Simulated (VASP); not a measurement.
# ZnSe (I-4m2) in VASP: notebook

Runs on ZnSe. Level: PBE. Tasks: single point.

Everything below comes from runs of VASP 6.6.1. Logs are shortened: lines on timing, memory, paths and dates and some standing lists are left out, and cuts for length are marked.

### 1 The cell of the first run

It takes space group I-4m2 (No. 119, tetragonal). Conventional cell: a = 3.672 Å, b = 3.672 Å, c = 6.751 Å, α = 90.00°, β = 90.00°, γ = 90.00°. Zn (site symmetry -4m2) has 4 Se at 2.49 Å within 3.3 Å. Within 3.3 Å of Se (site symmetry -4m2) lie 4 Zn at 2.49 Å.

### 2 Single point, PBE

INCAR

```
SYSTEM = ZnSe
PREC = Accurate
ENCUT = 520
EDIFF = 1E-6
ISMEAR = 0
SIGMA = 0.05
LREAL = .False.
LASPH = .True.
NELM = 60
ALGO = Normal
ISIF = 2
LWAVE = .False.
LCHARG = .False.
GGA = PE
NBANDS = 16
```

KPOINTS

```
regular mesh
0
Gamma
  10 10 10
  0 0 0
```

POSCAR

```
ZnSe
1.0
    0.0000000000      2.5964985149      3.3754480693
    2.5964985149      0.0000000000      3.3754480693
    2.5964985149      2.5964985149      0.0000000000
Zn Se
1 1
Direct
    0.0000000000      0.0000000000      0.0000000000
    0.7500000000      0.7500000000      0.7500000000
```

Potentials or basis: VASP PAW PBE potentials, release 64 (Zn, Se).

On the command line:

```sh
$ cat potpaw_PBE.64/Zn/POTCAR potpaw_PBE.64/Se/POTCAR > POTCAR
$ mpirun -np 1 vasp_std > vasp.out
```

OUTCAR:

```text
SYSTEM = ZnSe
   PREC = Accurate
   ENCUT = 520
   EDIFF = 1E-6
   ISMEAR = 0
   LREAL = .False.
   LASPH = .True.
   NELM = 60
   ISIF = 2
   GGA = PE

 ion  position               nearest neighbor table
   1  0.000  0.000  0.000-   2 2.49   2 2.49   2 2.49   2 2.49
   2  0.750  0.750  0.750-   1 2.49   1 2.49   1 2.49   1 2.49

  LATTYP: Found a body centered tetragonal cell.
 ALAT       =     3.6720034145
 C/A-ratio  =     1.8384776310

  Lattice vectors:

 A1 = (  -2.5964985149,   0.0000000000,   3.3754480693)
 A2 = (   2.5964985149,   0.0000000000,   3.3754480693)
 A3 = (   0.0000000000,   2.5964985149,  -3.3754480693)

Analysis of symmetry for initial positions (statically):
=====================================================================
 Subroutine PRICEL returns:
 Original cell was already a primitive cell.

 Routine SETGRP: Setting up the symmetry group for a
 body centered tetragonal supercell.

 Subroutine GETGRP returns: Found  8 space group operations
 (whereof  8 operations were pure point group operations)
 out of a pool of 16 trial point group operations.

The static configuration has the point symmetry D_2d.

Analysis of symmetry for dynamics (positions and initial velocities):
=====================================================================
 Subroutine PRICEL returns:
 Original cell was already a primitive cell.

 Routine SETGRP: Setting up the symmetry group for a
 body centered tetragonal supercell.

 Subroutine GETGRP returns: Found  8 space group operations
 (whereof  8 operations were pure point group operations)
 out of a pool of 16 trial point group operations.

The dynamic configuration has the point symmetry D_2d.

 Subroutine INISYM returns: Found  8 space group operations
 (whereof  8 operations are pure point group operations),
 and found     1 'primitive' translations

----------------------------------------------------------------------------------------

                                     Primitive cell

  volume of cell :      45.5132

  direct lattice vectors                    reciprocal lattice vectors
     0.000000000  2.596498515  3.375448069    -0.192567027  0.192567027  0.148128482
     2.596498515  0.000000000  3.375448069     0.192567027 -0.192567027  0.148128482
     2.596498515  2.596498515  0.000000000     0.192567027  0.192567027 -0.148128482

  length of vectors
     4.258574199  4.258574199  3.672003414     0.310009947  0.310009947  0.310009947

  position of ions in fractional coordinates (direct lattice)
     0.000000000  0.000000000  0.000000000
     0.750000000  0.750000000  0.750000000

  ion indices of the primitive-cell ions
   primitive index   ion index
                 1           1
                 2           2

----------------------------------------------------------------------------------------

 KPOINTS: regular mesh

Automatic generation of k-mesh.
 Grid dimensions read from file:
 generate k-points for:   10   10   10

 Generating k-lattice:

  Cartesian coordinates                     Fractional coordinates (reciprocal lattice)
    -0.019256703  0.019256703  0.014812848     0.100000000 -0.000000000  0.000000000
     0.019256703 -0.019256703  0.014812848    -0.000000000  0.100000000  0.000000000
     0.019256703  0.019256703 -0.014812848     0.000000000  0.000000000  0.100000000

  Length of vectors
     0.031000995  0.031000995  0.031000995

  Shift w.r.t. Gamma in fractional coordinates (k-lattice)
     0.000000000  0.000000000  0.000000000

 Subroutine IBZKPT returns following result:
 ===========================================

 Found    102 irreducible k-points:

 Following reciprocal coordinates:
            Coordinates               Weight
  0.000000  0.000000  0.000000      1.000000
  0.100000 -0.000000  0.000000      8.000000
  0.200000 -0.000000  0.000000      8.000000
  0.300000 -0.000000  0.000000      8.000000
  0.400000  0.000000  0.000000      8.000000
  0.500000 -0.000000  0.000000      4.000000
[... 16 lines left out ...]
  0.300000  0.300000  0.000000      2.000000
  0.400000  0.300000  0.000000      8.000000
 [... further k-points ...]
   k-points           NKPTS =    102   k-points in BZ     NKDIM =    102   number of bands    NBANDS=     16
   number of dos      NEDOS =    301   number of ions     NIONS =      2
   total plane-waves  NPLWV =  28672
   dimension x,y,z NGX =    32 NGY =   32 NGZ =   28
   dimension x,y,z NGXF=    64 NGYF=   64 NGZF=   56
   ions per type =               1   1
   NGX,Y,Z   is equivalent  to a cutoff of  12.49, 12.49, 12.68 a.u.
   NGXF,Y,Z  is equivalent  to a cutoff of  24.98, 24.98, 25.35 a.u.
 SYSTEM =  ZnSe
   PREC   = accura    normal or accurate (medium, high low for compatibility)
   ISTART =      0    job   : 0-new  1-cont  2-samecut
   ICHARG =      2    charge: 1-file 2-atom 10-const
   ISPIN  =      1    spin polarized calculation?
   LNONCOLLINEAR =      F non collinear calculations
   LSORBIT =      F    spin-orbit coupling
   LASPH  =      T    aspherical Exc in radial PAW
   ENCUT  =  520.0 eV  38.22 Ry    6.18 a.u.   7.92  7.92  6.83*2*pi/ulx,y,z
   NELM   =     60;   NELMIN=  2; NELMDL= -5     # of ELM steps
   EDIFF  = 0.1E-05   stopping-criterion for ELM
   LREAL  =      F    real-space projection
   EDIFFG = 0.1E-04   stopping-criterion for IOM
   NSW    =      0    number of steps for IOM
   IBRION =     -1    ionic relax: 0-MD 1-quasi-New 2-CG
   NFREE  =      0    steps in history (QN), initial steepest desc. (CG)
   ISIF   =      2    stress and relaxation
   ISYM   =      2    0-nonsym 1-usesym 2-fastsym
   POTIM  = 0.5000    time-step for ionic-motion
   TEBEG  =    0.0;   TEEND  =   0.0 temperature during run
   PSTRESS=    0.0 pullay stress
   NELECT =      18.0000    total number of electrons
   NUPDOWN=      -1.0000    fix difference up-down
   EMIN   =  10.00;   EMAX   =-10.00  energy-range for DOS
   EFERMI =   0.00;   METHOD = LEGACY
   ISMEAR =     0;   SIGMA  =   0.05  broadening in eV -4-tet -1-fermi 0-gaus
   EFERMI_NEDOS =   21; number of points for ismear=-14 and -15
   IALGO  =     38    algorithm
   IMIX   =      4    mixing-type and parameters
     AMIX     =   0.40;   BMIX     =  1.00
     AMIX_MAG =   1.60;   BMIX_MAG =  1.00
  volume/ion in A,a.u.               =      22.76       153.57
  Fermi-wavevector in a.u.,A,eV,Ry     =   1.201673  2.270834 19.647073  1.444019
  Thomas-Fermi vector in A             =   2.337476
   LORBIT       =      0    0 simple, 1 ext, 2 COOP (PROOUT), +10 PAW based schemes
   GGA     = PE    functional components
   LHFCALC =     F    Hartree Fock is set to
   AEXX    =    0.0000 exact exchange contribution
   IVDW    =     0    specifies the selected vdW correction
   LEPSILON=     F    determine dielectric tensor
   LRPA    =     F    only Hartree local field effects (RPA)
 non-spin polarized calculation
 Gauss-broadening in eV      SIGMA  =   0.05
  energy-cutoff  :      520.00
  volume of cell :       45.51
 maximum number of plane-waves:      1240
   NGX = 15   NGY = 15   NGZ = 13

 number of electron      17.9999994 magnetization

 Free energy of the ion-electron system (eV)
  ---------------------------------------------------
  ext. energy  EPLUGINS =         0.00000000
  ---------------------------------------------------
  free energy    TOTEN  =        -5.71947267 eV

  energy without entropy =       -5.71947267  energy(sigma->0) =       -5.71947267

 E-fermi :   2.2514     XC(G=0):  -9.3838

 val. band max:        2.0766369437   @ k =  -0.1000   0.1000   0.0000
 cond. band min:       2.4151530917   @ k =   0.0000   0.0000   0.0000
 fundamental gap:      0.3385161480
 Fermi energy:         2.2513719453

 k-point     1 :       0.0000    0.0000    0.0000
  band No.  band energies     occupation
      1     -11.5223      2.00000
      2      -5.0058      2.00000
      3      -4.8565      2.00000
      4      -4.8565      2.00000
      5      -4.6349      2.00000
      6      -4.5942      2.00000
[... 8 lines left out ...]
     15      12.0373      0.00000
     16      12.0973      0.00000

 k-point     2 :       0.1000   -0.0000    0.0000
  band No.  band energies     occupation
      1     -11.4529      2.00000
      2      -4.9981      2.00000
      3      -4.8592      2.00000
      4      -4.8469      2.00000
      5      -4.6290      2.00000
      6      -4.5986      2.00000
[... 8 lines left out ...]
     15      12.2679      0.00000
     16      13.2252      0.00000

 k-point     3 :       0.2000   -0.0000    0.0000
  band No.  band energies     occupation
      1     -11.2618      2.00000
      2      -4.9790      2.00000
      3      -4.8561      2.00000
      4      -4.8227      2.00000
      5      -4.6091      2.00000
      6      -4.6086      2.00000
[... 8 lines left out ...]
     15      13.0556      0.00000
     16      13.5136      0.00000

 k-point     4 :       0.3000   -0.0000    0.0000
  band No.  band energies     occupation
      1     -11.0031      2.00000
      2      -4.9538      2.00000
      3      -4.8176      2.00000
      4      -4.7950      2.00000
      5      -4.6196      2.00000
      6      -4.5722      2.00000
[... 8 lines left out ...]
     15      13.0379      0.00000
     16      13.7681      0.00000
[... 324 lines left out ...]
 k-point    22 :      -0.2000    0.2000    0.0000
  band No.  band energies     occupation
      1     -10.8632      2.00000
      2      -4.9658      2.00000
      3      -4.8259      2.00000
      4      -4.7849      2.00000
      5      -4.6356      2.00000
      6      -4.5040      2.00000
[... 8 lines left out ...]
     15      12.8532      0.00000
     16      13.5053      0.00000

 k-point    23 :       0.3000    0.3000    0.0000
  band No.  band energies     occupation
      1     -11.0562      2.00000
      2      -4.9730      2.00000
      3      -4.7410      2.00000
      4      -4.7410      2.00000
      5      -4.6767      2.00000
      6      -4.5856      2.00000
[... 8 lines left out ...]
     15      14.9153      0.00000
     16      16.3945      0.00000

 k-point    24 :       0.4000    0.3000    0.0000
  band No.  band energies     occupation
      1     -10.9080      2.00000
      2      -4.9275      2.00000
      3      -4.7246      2.00000
      4      -4.7167      2.00000
      5      -4.6544      2.00000
      6      -4.5885      2.00000
[... 8 lines left out ...]
     15      15.2273      0.00000
     16      15.9802      0.00000

 [... further k-points ...]

------------------------ aborting loop because EDIFF is reached ----------------------------------------

  FORCE on cell =-STRESS in cart. coord.  units (eV):
  Direction    XX          YY          ZZ          XY          YZ          ZX
  --------------------------------------------------------------------------------------
  -------------------------------------------------------------------------------------
  Total        1.6726223      1.6726223     -2.2517489      0.0000000      0.0000000      0.0000000
  in kB       58.8804182     58.8804182    -79.2670964      0.0000000      0.0000000      0.0000000
  external PRESSURE =      12.8312467 kB  Pullay stress =       0.0000000 kB

 VOLUME and BASIS-vectors are now :
 -----------------------------------------------------------------------------
  energy-cutoff  :      520.00
  volume of cell :       45.51
      direct lattice vectors                 reciprocal lattice vectors
     0.000000000  2.596498515  3.375448069    -0.192567027  0.192567027  0.148128482
     2.596498515  0.000000000  3.375448069     0.192567027 -0.192567027  0.148128482
     2.596498515  2.596498515  0.000000000     0.192567027  0.192567027 -0.148128482

 POSITION                                       TOTAL-FORCE (eV/Angst)
 -----------------------------------------------------------------------------------
      0.00000      0.00000      0.00000         0.000000      0.000000     -0.000000
      3.89475      3.89475      5.06317        -0.000000     -0.000000      0.000000
 -----------------------------------------------------------------------------------
    total drift:                                0.000001      0.000001     -0.000003

  FREE ENERGIE OF THE ION-ELECTRON SYSTEM (eV)
  ---------------------------------------------------
  free  energy   TOTEN  =        -5.7194726718 eV

  energy  without entropy=       -5.7194726706  energy(sigma->0) =       -5.71947267
```

It took 87 s on 1 thread of Intel Xeon 8259CL, shared host; peak memory 0.23 GiB.

What came out:

| Item | Value |
| --- | --- |
| Free energy | -5.7195 eV |
| Pressure | 1.3 GPa |
| Band gap on the k mesh | 0.34 eV (least direct gap 0.35 eV) |

Caveat: the stress differs along the axes, from -8 to 6 GPa; semilocal functionals underestimate gaps, and a narrow one can read as zero.

### 3 Single point, PBE

This run uses another cell than the first one, of the same volume but with other edges.

INCAR

```
  PREC = Accurate
  ENCUT = 520
  EDIFF = 1E-6
  ISMEAR = 0
  SIGMA = 0.05
  LREAL = False
  LASPH = True
  NELM = 100
  ALGO = Normal
  ISIF = 2
  LWAVE = False
  LCHARG = False
  GGA = PE
  NBANDS = 16
```

KPOINTS

```
regular mesh
0
Gamma
  10 10 10
```

POSCAR

```
ZnSe
1.0
    0.0000000000      2.9136670334      2.6805736707
    2.9136670334      0.0000000000      2.6805736707
    2.9136670334      2.9136670334      0.0000000000
Zn Se
1 1
Direct
    0.0000000000      0.0000000000      0.0000000000
    0.7500000000      0.7500000000      0.7500000000
```

Potentials or basis: VASP PAW PBE potentials, release 64 (Zn, Se).

On the command line:

```sh
$ cat potpaw_PBE.64/Zn/POTCAR potpaw_PBE.64/Se/POTCAR > POTCAR
$ mpirun -np 1 vasp_std > vasp.out
```

Wall time 1.9 min (1 thread of Intel Xeon 8259CL, shared host); peak memory 0.23 GiB.

Results (log left out):

```
Free energy            : -6.0010 eV
Pressure               : 2.2 GPa
Band gap on the k mesh : 1.10 eV
```

Stress tensor (GPa, compression positive):
```
1.41 0.00 0.00
0.00 1.41 0.00
0.00 0.00 3.76
```

Levels at points of the mesh, in eV from the valence-band top:
| k point | band 5 | band 6 | band 7 | band 8 | band 9 | band 10 | band 11 | band 12 | band 13 | band 14 |
| --- | --- | --- | --- | --- | --- | --- | --- | --- | --- | --- |
| (0.00, 0.00, 0.00) | -6.35 | -6.33 | -0.26 | -0.26 | 0.00 | 1.10 | 5.66 | 5.69 | 5.69 | 9.77 |
| (0.50, 0.00, 0.00) | -6.31 | -6.19 | -5.37 | -1.25 | -0.81 | 2.30 | 5.91 | 6.65 | 8.46 | 10.71 |
| (0.50, 0.50, 0.00) | -6.28 | -6.10 | -4.58 | -2.63 | -2.63 | 2.61 | 2.78 | 11.02 | 11.02 | 11.05 |
| (0.50, 0.00, 0.50) | -6.30 | -6.20 | -5.06 | -2.25 | -2.10 | 2.96 | 3.58 | 10.23 | 10.52 | 11.22 |

[end of part 1 of 2]
